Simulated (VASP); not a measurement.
A run of VASP 6.6.1 is set up as follows.

File INCAR:

```
PREC = Accurate ; ENCUT = 520
EDIFF = 1E-7 ; ISMEAR = 0
SIGMA = 0.05 ; LREAL = F
LASPH = T ; NELM = 100
ALGO = Normal ; ISIF = 2
LWAVE = F ; LCHARG = F
GGA = PS ; NBANDS = 35
```

The input KPOINTS:

```
Automatic mesh
0
Gamma
  6 6 8
```

File POSCAR:

```
SnO2
1.0
    4.7687243422      0.0000000000      0.0000000000
    0.0000000000      4.7687243422      0.0000000000
    0.0000000000      0.0000000000      3.2113691866
Sn O
2 4
Direct
    0.0000000000      0.0000000000      0.0000000000
    0.5000000000      0.5000000000      0.5000000000
    0.3062980674      0.3062980674      0.0000000000
    0.1937019326      0.8062980674      0.5000000000
    0.6937019326      0.6937019326      0.0000000000
    0.8062980674      0.1937019326      0.5000000000
```

Potentials or basis: VASP PAW PBE potentials, release 64 (Sn_d, O).

Command:

```bash
$ cat potpaw_PBE.64/Sn_d/POTCAR potpaw_PBE.64/O/POTCAR > POTCAR
$ mpirun -np 1 vasp_std > vasp.out
```

(1) Estimate the band gap on the k mesh.

(2) Estimate the largest force.

Results:

(1) 0.92 eV.

(2) 0.020 eV/Å.

Caveat: the PAW data sets were made with another functional, which shifts forces and pressure a little; spin-orbit coupling is left out, which moves the levels of the heavy elements.
